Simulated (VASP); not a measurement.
Wanted: the native input for a VASP 6.6.1 run.

* Task: single point
* Functional: PBEsol
* Potentials or basis: VASP PAW PBE potentials, release 64 (W_sv, S)
* Cutoff: 500 eV
* k mesh: 8 × 8 × 2
* Occupations: gaussian, width 0.01 eV
* Spin: no spin polarisation
* Dipole correction: no
* Further INCAR settings: ALGO = Normal; EDIFF = 1e-06; NBANDS = 35

The structure of WS2 lies in POSCAR:

```
WS2
1.0
    3.1304393103      0.0000000000      0.0000000000
   -1.5652196551      2.7110399677      0.0000000000
    0.0000000000      0.0000000000     12.7258969971
W S
2 4
Direct
    0.3333333333      0.6666666667      0.2500000000
    0.6666666667      0.3333333333      0.7500000000
    0.3333333333      0.6666666667      0.6263631534
    0.6666666667      0.3333333333      0.1263631534
    0.3333333333      0.6666666667      0.8736368466
    0.6666666667      0.3333333333      0.3736368466
```

This cell differs from its parent crystal: film at in-plane strain -0.005.

The input as run:

INCAR

```
SYSTEM = WS2
  ALGO = Normal
  EDIFF = 1E-6
  ENCUT = 500
  GGA = PS
  GGA_COMPAT = .False.
  ISIF = 2
  ISMEAR = 0
  LASPH = .True.
  LCHARG = .False.
  LREAL = .False.
  LWAVE = .False.
  NBANDS = 35
  NELM = 120
  PREC = Accurate
  SIGMA = 0.01
```

KPOINTS

```
k-points
0
Gamma
  8 8 2
  0 0 0
```

Potentials or basis: VASP PAW PBE potentials, release 64 (W_sv, S).

Command:

```sh
$ cat potpaw_PBE.64/W_sv/POTCAR potpaw_PBE.64/S/POTCAR > POTCAR
$ mpirun -np 1 vasp_std > vasp.out
```

Results of the run:

```yaml
Pressure: 1.1 GPa
Largest_force: 0.021 eV/Å
Band_gap_on_the_k_mesh: 1.30 eV (least direct gap 2.38 eV)
```

Caveat: the cell differs from its parent crystal (film at in-plane strain -0.005); the PAW data sets were made with another functional, which shifts forces and pressure a little; spin-orbit coupling is left out, which moves the levels of the heavy elements; this functional lacks dispersion, which binds layers or chains, so the pressure and a relaxed spacing across them are unreliable.

Wall time 70 s on 1 thread of Intel(R) Xeon(R) Platinum 8488C (Sapphire Rapids) (shared host), peak memory 0.24 GiB.
